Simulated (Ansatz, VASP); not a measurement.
# One calculation of N, two programs

```
N
1.0
    -3.81655    0.00000    0.00000
    -1.90828   -3.30523    0.00000
     0.00000    0.00000   17.82904
N
8
Direct
  0.33333 0.33333 0.75868
  0.33333 0.33333 0.34281
  0.33333 0.33333 0.69686
  0.33333 0.33333 0.28099
  0.66667 0.66667 0.13488
  0.66667 0.66667 0.55074
  0.66667 0.66667 0.07306
  0.66667 0.66667 0.48893
```

Alike in both runs: task single point; functional PBE; dispersion D3(BJ); k mesh 7 × 7 × 2; occupations gaussian, width 0.05 eV; no spin polarisation.

|  | VASP | Ansatz |
| --- | --- | --- |
| version | VASP 6.6.1 | Ansatz 0.2.0 |
| potentials or method | VASP PAW PBE potentials, release 64 (N), cutoff 520 eV | scalar-relativistic, plane waves, PAW |
| valence electrons in the cell | 40 | 40 |

|  | VASP | Ansatz | Ansatz less VASP |
| --- | --- | --- | --- |
| gap on the k mesh at the Fermi level (eV) | 7.24 | 7.29 | +0.042 |
| least direct gap on the mesh (eV) | 7.30 | 7.35 | +0.044 |
| pressure (GPa) | 1.6 | 0.0 | -1.64 |
| traceless stress, the component that is largest in VASP (GPa) | 3.63 | 0.04 | -3.589 |
| rms of the force components (eV/Å) | 1.008 | 0.005 | -1.0033 |

Atom by atom the forces differ by 1.006 eV/Å (rms over components).

Noted on VASP's run: the standard files for N, O and F lose accuracy on very short bonds.
